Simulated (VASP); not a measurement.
# CaTiOs2Br2 (P4mm) in VASP: notebook

The runs below take CaTiOs2Br2 through single point, with PBE, r2SCAN.

Program: VASP 6.6.1. These are calculated values, not measurements. Logs are shortened: lines on timing, memory, paths and dates and some standing lists are left out, and cuts for length are marked.

## 1. The cell of the first run

The structure is tetragonal, space group P4mm (No. 99). The conventional cell has a = 3.627 Å, b = 3.627 Å, c = 11.474 Å, α = 90.00°, β = 90.00°, γ = 90.00°. Ca (site symmetry 4mm) has 4 Br at 2.96 Å and 4 Os at 3.17 Å and 4 Ca at 3.63 Å within 3.9 Å. Within 3.4 Å of Ti (site symmetry 4mm) lie 4 Os at 2.60 Å and 4 Br at 2.99 Å. Os (site symmetry 2mm) has 4 Os at 2.56 Å and 2 Ti at 2.60 Å and 2 Ca at 3.17 Å within 3.4 Å. Br (site symmetry 4mm) has 4 Ca at 2.96 Å and 4 Br at 3.63 Å within 3.9 Å. Br (site symmetry 4mm) has 4 Ti at 2.99 Å and 4 Br at 3.63 Å and 4 Os at 3.85 Å within 3.9 Å.

The cell was generated, and may not be a known phase.

## 2. Single point, PBE

Input file INCAR:

```
SYSTEM = CaTiOs2Br2
PREC = Accurate ; ENCUT = 520
EDIFF = 1E-6 ; ISMEAR = 0
SIGMA = 0.1 ; LREAL = .FALSE.
LASPH = .TRUE. ; NELM = 80
ALGO = Normal ; ISIF = 2
LWAVE = .FALSE. ; LCHARG = .TRUE.
GGA = PE ; LELF = .TRUE.
LVHAR = .TRUE. ; NBANDS = 35
```

Input file KPOINTS:

```
Automatic mesh
0
G
  8 8 4
  0 0 0
```

Input file POSCAR:

```
CaTiOs2Br2
1.0
    3.6271847284      0.0000000000      0.0000000000
    0.0000000000      3.6271847284      0.0000000000
    0.0000000000      0.0000000000     11.4743778793
Ca Ti Os Br
1 1 2 2
Direct
    0.0000000000      0.0000000000      0.7940461446
    0.5000000000      0.5000000000      0.1831509692
    0.5000000000      0.0000000000      0.0205909344
    0.0000000000      0.5000000000      0.0205909344
    0.5000000000      0.5000000000      0.6650926128
    0.0000000000      0.0000000000      0.3165293545
```

Potentials or basis: VASP PAW PBE potentials, release 64 (Ca_sv, Ti_sv, Os, Br).

Run with:

```sh
cat potpaw_PBE.64/Ca_sv/POTCAR potpaw_PBE.64/Ti_sv/POTCAR potpaw_PBE.64/Os/POTCAR potpaw_PBE.64/Br/POTCAR > POTCAR
mpirun -np 1 vasp_std > vasp.out
```

OUTCAR:

```text
SYSTEM = CaTiOs2Br2
   PREC = Accurate
   ENCUT = 520
   EDIFF = 1E-6
   ISMEAR = 0
   LREAL = .FALSE.
   LASPH = .TRUE.
   NELM = 80
   ISIF = 2
   GGA = PE

 ion  position               nearest neighbor table
   1  0.000  0.000  0.794-   5 2.96   5 2.96   5 2.96   5 2.96   4 3.17   3 3.17   3 3.17   4 3.17

   2  0.500  0.500  0.183-   3 2.60   4 2.60   3 2.60   4 2.60
   3  0.500  0.000  0.021-   4 2.56   4 2.56   4 2.56   4 2.56   2 2.60   2 2.60   1 3.17   1 3.17

   4  0.000  0.500  0.021-   3 2.56   3 2.56   3 2.56   3 2.56   2 2.60   2 2.60   1 3.17   1 3.17

   5  0.500  0.500  0.665-   1 2.96   1 2.96   1 2.96   1 2.96
   6  0.000  0.000  0.317-

  LATTYP: Found a simple tetragonal cell.
 ALAT       =     3.6271847284
 C/A-ratio  =     3.1634390687

  Lattice vectors:

 A1 = (   3.6271847284,   0.0000000000,   0.0000000000)
 A2 = (   0.0000000000,   3.6271847284,   0.0000000000)
 A3 = (   0.0000000000,   0.0000000000,  11.4743778793)

Analysis of symmetry for initial positions (statically):
=====================================================================
 Subroutine PRICEL returns:
 Original cell was already a primitive cell.

 Routine SETGRP: Setting up the symmetry group for a
 simple tetragonal supercell.

 Subroutine GETGRP returns: Found  8 space group operations
 (whereof  8 operations were pure point group operations)
 out of a pool of 16 trial point group operations.

The static configuration has the point symmetry C_4v.

Analysis of symmetry for dynamics (positions and initial velocities):
=====================================================================
 Subroutine PRICEL returns:
 Original cell was already a primitive cell.

 Routine SETGRP: Setting up the symmetry group for a
 simple tetragonal supercell.

 Subroutine GETGRP returns: Found  8 space group operations
 (whereof  8 operations were pure point group operations)
 out of a pool of 16 trial point group operations.

The dynamic configuration has the point symmetry C_4v.

 Subroutine INISYM returns: Found  8 space group operations
 (whereof  8 operations are pure point group operations),
 and found     1 'primitive' translations

----------------------------------------------------------------------------------------

                                     Primitive cell

  volume of cell :     150.9623

  direct lattice vectors                    reciprocal lattice vectors
     3.627184728  0.000000000  0.000000000     0.275695912  0.000000000  0.000000000
     0.000000000  3.627184728  0.000000000     0.000000000  0.275695912  0.000000000
     0.000000000  0.000000000 11.474377879     0.000000000  0.000000000  0.087150694

  length of vectors
     3.627184728  3.627184728 11.474377879     0.275695912  0.275695912  0.087150694

  position of ions in fractional coordinates (direct lattice)
     0.000000000  0.000000000  0.794046145
     0.500000000  0.500000000  0.183150969
     0.500000000  0.000000000  0.020590934
     0.000000000  0.500000000  0.020590934
     0.500000000  0.500000000  0.665092613
     0.000000000  0.000000000  0.316529354

  ion indices of the primitive-cell ions
   primitive index   ion index
                 1           1
                 2           2
                 3           3
                 4           4
                 5           5
                 6           6

----------------------------------------------------------------------------------------

 KPOINTS: Automatic mesh

Automatic generation of k-mesh.
 Grid dimensions read from file:
 generate k-points for:    8    8    4

 Generating k-lattice:

  Cartesian coordinates                     Fractional coordinates (reciprocal lattice)
     0.034461989  0.000000000  0.000000000     0.125000000  0.000000000  0.000000000
     0.000000000  0.034461989  0.000000000     0.000000000  0.125000000  0.000000000
     0.000000000  0.000000000  0.021787674     0.000000000  0.000000000  0.250000000

  Length of vectors
     0.034461989  0.034461989  0.021787674

  Shift w.r.t. Gamma in fractional coordinates (k-lattice)
     0.000000000  0.000000000  0.000000000

 Subroutine IBZKPT returns following result:
 ===========================================

 Found     45 irreducible k-points:

 Following reciprocal coordinates:
            Coordinates               Weight
  0.000000  0.000000  0.000000      1.000000
  0.125000  0.000000  0.000000      4.000000
  0.250000  0.000000  0.000000      4.000000
  0.375000  0.000000  0.000000      4.000000
  0.500000  0.000000  0.000000      2.000000
  0.125000  0.125000  0.000000      4.000000
[... 16 lines left out ...]
  0.375000  0.125000  0.250000     16.000000
  0.500000  0.125000  0.250000      8.000000
 [... further k-points ...]
   k-points           NKPTS =     45   k-points in BZ     NKDIM =     45   number of bands    NBANDS=     35
   number of dos      NEDOS =    301   number of ions     NIONS =      6
   total plane-waves  NPLWV =  70560
   dimension x,y,z NGX =    28 NGY =   28 NGZ =   90
   dimension x,y,z NGXF=    56 NGYF=   56 NGZF=  180
   ions per type =               1   1   2   2
   NGX,Y,Z   is equivalent  to a cutoff of  12.83, 12.83, 13.04 a.u.
   NGXF,Y,Z  is equivalent  to a cutoff of  25.67, 25.67, 26.08 a.u.
 SYSTEM =  CaTiOs2Br2
   PREC   = accura    normal or accurate (medium, high low for compatibility)
   ISTART =      0    job   : 0-new  1-cont  2-samecut
   ICHARG =      2    charge: 1-file 2-atom 10-const
   ISPIN  =      1    spin polarized calculation?
   LNONCOLLINEAR =      F non collinear calculations
   LSORBIT =      F    spin-orbit coupling
   LASPH  =      T    aspherical Exc in radial PAW
   ENCUT  =  520.0 eV  38.22 Ry    6.18 a.u.   6.74  6.74 21.33*2*pi/ulx,y,z
   NELM   =     80;   NELMIN=  2; NELMDL= -5     # of ELM steps
   EDIFF  = 0.1E-05   stopping-criterion for ELM
   LREAL  =      F    real-space projection
[... 7 lines left out ...]
   TEBEG  =    0.0;   TEEND  =   0.0 temperature during run
   PSTRESS=    0.0 pullay stress
   NELECT =      52.0000    total number of electrons
   NUPDOWN=      -1.0000    fix difference up-down
   EMIN   =  10.00;   EMAX   =-10.00  energy-range for DOS
   EFERMI =   0.00;   METHOD = LEGACY
   ISMEAR =     0;   SIGMA  =   0.10  broadening in eV -4-tet -1-fermi 0-gaus
   EFERMI_NEDOS =   21; number of points for ismear=-14 and -15
   IALGO  =     38    algorithm
   IMIX   =      4    mixing-type and parameters
     AMIX     =   0.40;   BMIX     =  1.00
     AMIX_MAG =   1.60;   BMIX_MAG =  1.00
  volume/ion in A,a.u.               =      25.16       169.79
  Fermi-wavevector in a.u.,A,eV,Ry     =   1.147589  2.168629 17.918341  1.316961
  Thomas-Fermi vector in A             =   2.284268
   LORBIT       =      0    0 simple, 1 ext, 2 COOP (PROOUT), +10 PAW based schemes
   GGA     = PE    functional components
   LHFCALC =     F    Hartree Fock is set to
   AEXX    =    0.0000 exact exchange contribution
   IVDW    =     0    specifies the selected vdW correction
   LEPSILON=     F    determine dielectric tensor
   LRPA    =     F    only Hartree local field effects (RPA)
 non-spin polarized calculation
 Gauss-broadening in eV      SIGMA  =   0.10
  energy-cutoff  :      520.00
  volume of cell :      150.96
 maximum number of plane-waves:      4116
 NGX is ok and might be reduce to    28
   NGX = 13   NGY = 13   NGZ = 43

 number of electron      52.0000009 magnetization

 Free energy of the ion-electron system (eV)
  ---------------------------------------------------
  ext. energy  EPLUGINS =         0.00000000
  ---------------------------------------------------
  free energy    TOTEN  =       -38.48772021 eV

  energy without entropy =      -38.45603075  energy(sigma->0) =      -38.47187548

 E-fermi :   4.1043     XC(G=0):  -9.3764

 val. band max:        4.1000137628   @ k =   0.2500   0.0000   0.2500
 cond. band min:       4.1136008404   @ k =   0.2500   0.0000   0.5000
 fundamental gap:      0.0135870776
 Fermi energy:         4.1042835096

 k-point     1 :       0.0000    0.0000    0.0000
  band No.  band energies     occupation
      1     -53.6109      2.00000
      2     -37.3083      2.00000
      3     -29.8699      2.00000
      4     -29.8699      2.00000
      5     -29.8313      2.00000
      6     -18.3132      2.00000
[... 27 lines left out ...]
     34       6.6644      0.00000
     35       7.0793      0.00000

 k-point     2 :       0.1250    0.0000    0.0000
  band No.  band energies     occupation
      1     -53.6106      2.00000
      2     -37.3063      2.00000
      3     -29.8752      2.00000
      4     -29.8694      2.00000
      5     -29.8306      2.00000
      6     -18.3416      2.00000
[... 27 lines left out ...]
     34       6.9004      0.00000
     35       7.1669      0.00000

 k-point     3 :       0.2500    0.0000    0.0000
  band No.  band energies     occupation
      1     -53.6098      2.00000
      2     -37.3014      2.00000
      3     -29.8879      2.00000
      4     -29.8683      2.00000
      5     -29.8288      2.00000
      6     -18.4138      2.00000
[... 27 lines left out ...]
     34       6.6443      0.00000
     35       6.8846      0.00000
[... 723 lines left out ...]
 k-point    23 :       0.3750    0.1250    0.2500
  band No.  band energies     occupation
      1     -53.6087      2.00000
      2     -37.2946      2.00000
      3     -29.9000      2.00000
      4     -29.8724      2.00000
      5     -29.8265      2.00000
      6     -18.4777      2.00000
[... 27 lines left out ...]
     34       6.6536      0.00000
     35       7.2913      0.00000

 k-point    24 :       0.5000    0.1250    0.2500
  band No.  band energies     occupation
      1     -53.6084      2.00000
      2     -37.2926      2.00000
      3     -29.9052      2.00000
      4     -29.8719      2.00000
      5     -29.8258      2.00000
      6     -18.5059      2.00000
[... 27 lines left out ...]
     34       6.4426      0.00000
     35       7.6099      0.00000

 [... further k-points ...]

------------------------ aborting loop because EDIFF is reached ----------------------------------------

  FORCE on cell =-STRESS in cart. coord.  units (eV):
  Direction    XX          YY          ZZ          XY          YZ          ZX
  --------------------------------------------------------------------------------------
  -------------------------------------------------------------------------------------
  Total        0.0387072      0.0387072     -0.0003875      0.0000000      0.0000000     -0.0000000
  in kB        0.4108027      0.4108027     -0.0041129      0.0000000      0.0000000     -0.0000000
  external PRESSURE =       0.2724975 kB  Pullay stress =       0.0000000 kB

 VOLUME and BASIS-vectors are now :
 -----------------------------------------------------------------------------
  energy-cutoff  :      520.00
  volume of cell :      150.96
      direct lattice vectors                 reciprocal lattice vectors
     3.627184728  0.000000000  0.000000000     0.275695912  0.000000000  0.000000000
     0.000000000  3.627184728  0.000000000     0.000000000  0.275695912  0.000000000
     0.000000000  0.000000000 11.474377879     0.000000000  0.000000000  0.087150694

 POSITION                                       TOTAL-FORCE (eV/Angst)
 -----------------------------------------------------------------------------------
      0.00000      0.00000      9.11119        -0.000000     -0.000000      0.012137
      1.81359      1.81359      2.10154         0.000000      0.000000     -0.004399
      1.81359      0.00000      0.23627         0.000000     -0.000000      0.000150
      0.00000      1.81359      0.23627         0.000000      0.000000      0.000150
      1.81359      1.81359      7.63152         0.000000     -0.000000     -0.015722
      0.00000      0.00000      3.63198         0.000000     -0.000000      0.007682
 -----------------------------------------------------------------------------------
    total drift:                                0.000000      0.000000      0.001549

  FREE ENERGIE OF THE ION-ELECTRON SYSTEM (eV)
  ---------------------------------------------------
  free  energy   TOTEN  =       -38.4877202141 eV

  energy  without entropy=      -38.4560307467  energy(sigma->0) =      -38.47187548
```

It took 5.9 min on 1 thread of Intel Xeon 8259CL, shared host; peak memory 0.43 GiB.

What came out:

```yaml
Free_energy: -38.4877 eV
Pressure: 0.0 GPa
Largest_force: 0.016 eV/Å
Band_gap_on_the_k_mesh: zero (bands 26 and 27 overlap by 1.19 eV)
```

Forces in eV/Å, atoms in the order of the input:
```
Ca   0.000  0.000  0.012
Ti   0.000  0.000 -0.004
Os   0.000  0.000  0.000
Os   0.000  0.000  0.000
Br   0.000  0.000 -0.016
Br   0.000  0.000  0.008
```

Levels at points of the mesh, in eV from the Fermi level:
```
           k point  band 24  band 25  band 26  band 27  band 28  band 29
(0.00, 0.00, 0.00)    -0.39     0.20     0.20     0.48     0.93     1.01
(0.50, 0.00, 0.00)    -2.18    -1.83    -1.51    -0.97    -0.54     0.25
(0.50, 0.50, 0.00)    -0.80    -0.59    -0.04     0.05     1.19     1.19
(0.00, 0.00, 0.50)    -0.70     0.20     0.20     0.47     0.93     1.00
(0.50, 0.00, 0.50)    -2.18    -1.83    -1.51    -0.98    -0.54     0.28
(0.50, 0.50, 0.50)    -0.80    -0.57    -0.01     0.05     1.19     1.19
```

Caveat: spin-orbit coupling is left out, which moves the levels of the heavy elements.

## 3. Single point, PBE

Input file INCAR:

```
PREC = Accurate ; ENCUT = 520
EDIFF = 1E-6 ; ISMEAR = 0
SIGMA = 0.1 ; LREAL = False
LASPH = True ; NELM = 100
ALGO = Normal ; ISIF = 2
LWAVE = False ; LCHARG = False
GGA = PE ; NBANDS = 35
```

Input file KPOINTS:

```
Automatic mesh
0
Gamma
  8 8 4
```

Input file POSCAR:

```
CaTiOs2Br2
1.0
    3.6270167813      0.0000000000      0.0000000000
    0.0000000000      3.6270167813      0.0000000000
    0.0000000000      0.0000000000     11.4745718243
Ca Ti Os Br
1 1 2 2
Direct
    0.0000000000      0.0000000000      0.7940330012
    0.5000000000      0.5000000000      0.1831452608
    0.5000000000      0.0000000000      0.0205572217
    0.0000000000      0.5000000000      0.0205572217
    0.5000000000      0.5000000000      0.6650625788
    0.0000000000      0.0000000000      0.3166456657
```

Potentials or basis: VASP PAW PBE potentials, release 64 (Ca_sv, Ti_sv, Os, Br).

Run with:

```sh
cat potpaw_PBE.64/Ca_sv/POTCAR potpaw_PBE.64/Ti_sv/POTCAR potpaw_PBE.64/Os/POTCAR potpaw_PBE.64/Br/POTCAR > POTCAR
mpirun -np 1 vasp_std > vasp.out
```

Run time: 5.9 min. Hardware: 1 thread of Intel Xeon 8259CL, shared host; peak memory 0.43 GiB.

Results (log left out):

```yaml
Free_energy: -38.4877 eV
Pressure: 0.0 GPa
Largest_force: 0.015 eV/Å
Band_gap_on_the_k_mesh: zero (bands 26 and 27 overlap by 1.19 eV)
```

Forces in eV/Å, atoms in the order of the input:
```
Ca   0.000  0.000  0.010
Ti   0.000  0.000 -0.004
Os   0.000  0.000  0.003
Os   0.000  0.000  0.003
Br   0.000  0.000 -0.015
Br   0.000  0.000  0.002
```

Levels at points of the mesh, in eV from the Fermi level:
```tsv
k point	band 24	band 25	band 26	band 27	band 28	band 29
(0.00, 0.00, 0.00)	-0.39	0.20	0.20	0.48	0.93	1.01
(0.50, 0.00, 0.00)	-2.18	-1.83	-1.51	-0.97	-0.54	0.25
(0.50, 0.50, 0.00)	-0.80	-0.59	-0.05	0.06	1.19	1.19
(0.00, 0.00, 0.50)	-0.70	0.20	0.20	0.47	0.93	1.00
(0.50, 0.00, 0.50)	-2.18	-1.83	-1.52	-0.98	-0.54	0.28
(0.50, 0.50, 0.50)	-0.80	-0.57	-0.01	0.06	1.19	1.19
```

Caveat: spin-orbit coupling is left out, which moves the levels of the heavy elements.

(Part 1 of 2 ends here.)
